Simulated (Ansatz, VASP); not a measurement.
## Al: VASP beside Ansatz

The input INCAR:

```
SYSTEM = Al
ALGO = Normal
EDIFF = 1E-7
ENCUT = 520
GGA = PE
ISIF = 2
ISMEAR = 0
IVDW = 12
LASPH = .TRUE.
LCHARG = .FALSE.
LREAL = .FALSE.
LWAVE = .FALSE.
NBANDS = 14
NELM = 80
PREC = Accurate
SIGMA = 0.15
```

Contents of KPOINTS:

```
k-points
0
G
  18 18 4
  0 0 0
```

The input POSCAR:

```
Al
1.0
    2.6174000000      0.0000000000      0.0000000000
   -1.3087000000      2.2667348919      0.0000000000
    0.0000000000      0.0000000000     10.8379000000
Al
4
Direct
    0.0000000000      0.0000000000      0.0000000000
    0.3333333333      0.6666666667      0.2500000000
    0.0000000000      0.0000000000      0.5000000000
    0.6666666667      0.3333333333      0.7500000000
```

Input for Ansatz:

```yaml
crystal:
  lattice:
    - [2.6174, 0.0, 0.0]
    - [-1.3087, 2.2667348919, 0.0]
    - [0.0, 0.0, 10.8379]
  atoms:
    - { symbol: Al, position: [0.0, 0.0, 0.0] }
    - { symbol: Al, position: [0.3333333333, 0.6666666667, 0.25] }
    - { symbol: Al, position: [0.0, 0.0, 0.5] }
    - { symbol: Al, position: [0.6666666667, 0.3333333333, 0.75] }
basis:
  ecutwfc: 420
kpoints:
  mp_grid: { grid: [18, 18, 4] }
hamiltonian:
  xc: pbe
  pseudopotentials: { kind: paw, azcp: { folder: soft_1 } }
  dispersion: d3bj
scf:
  occupations: { method: gaussian, width: 0.15 }
output:
  forces: true
  stress: true
  eigenvalues: true
```

Alike in both runs: task single point; functional PBE; dispersion D3(BJ); k mesh 18 × 18 × 4; occupations gaussian, width 0.15 eV; no spin polarisation.

|  | VASP | Ansatz |
| --- | --- | --- |
| version | VASP 6.6.1 | Ansatz 0.2.0 |
| potentials or method | VASP PAW PBE potentials, release 64 (Al), cutoff 520 eV | scalar-relativistic, plane waves, PAW |
| valence electrons in the cell | 12 | 12 |

Ansatz gave:

```
gap on the k mesh at the Fermi level (eV)                     : none
pressure (GPa)                                                : 5.5
traceless stress, the component that is largest in VASP (GPa) : -14.90
```

Task: What did VASP give for the same quantities?

Result: gap on the k mesh at the Fermi level (eV): none; pressure (GPa): 5.5; traceless stress, the component that is largest in VASP (GPa): -14.91.

A gap of «none» marks a metal or a gap that the smearing closes.
